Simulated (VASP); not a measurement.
Set up this calculation in VASP 6.6.1, as the native input.

```yaml
Task: single point
Functional: PBE
Potentials_or_basis: VASP PAW PBE potentials, release 64 (Rb_sv)
Cutoff: 520 eV
k_mesh: 10 × 10 × 10
Occupations: gaussian, width 0.05 eV
Spin: no spin polarisation
Dipole_correction: no
Further_INCAR_settings: ALGO = Fast; EDIFF = 1e-06; NBANDS = 10
```

The structure of Rb lies in POSCAR:

```
Rb
1.0
   -2.7950000000      2.7950000000      2.7950000000
    2.7950000000     -2.7950000000      2.7950000000
    2.7950000000      2.7950000000     -2.7950000000
Rb
1
Direct
    0.0000000000      0.0000000000      0.0000000000
```

The input as run:

INCAR

```
PREC = Accurate
ENCUT = 520
EDIFF = 1E-6
ISMEAR = 0
SIGMA = 0.05
LREAL = F
LASPH = T
NELM = 60
ALGO = Fast
ISIF = 2
LWAVE = F
LCHARG = F
GGA = PE
NBANDS = 10
```

KPOINTS

```
regular mesh
0
Gamma
  10 10 10
```

Potentials or basis: VASP PAW PBE potentials, release 64 (Rb_sv).

Launch:

```console
$ cat potpaw_PBE.64/Rb_sv/POTCAR > POTCAR
$ mpirun -np 1 vasp_std > vasp.out
```

Results of the run:

| Property | Result |
| --- | --- |
| Pressure | 0.1 GPa |

Wall time 20 s on 1 thread of Intel(R) Xeon(R) Platinum 8488C (Sapphire Rapids), on a shared host, peak memory 0.21 GiB.
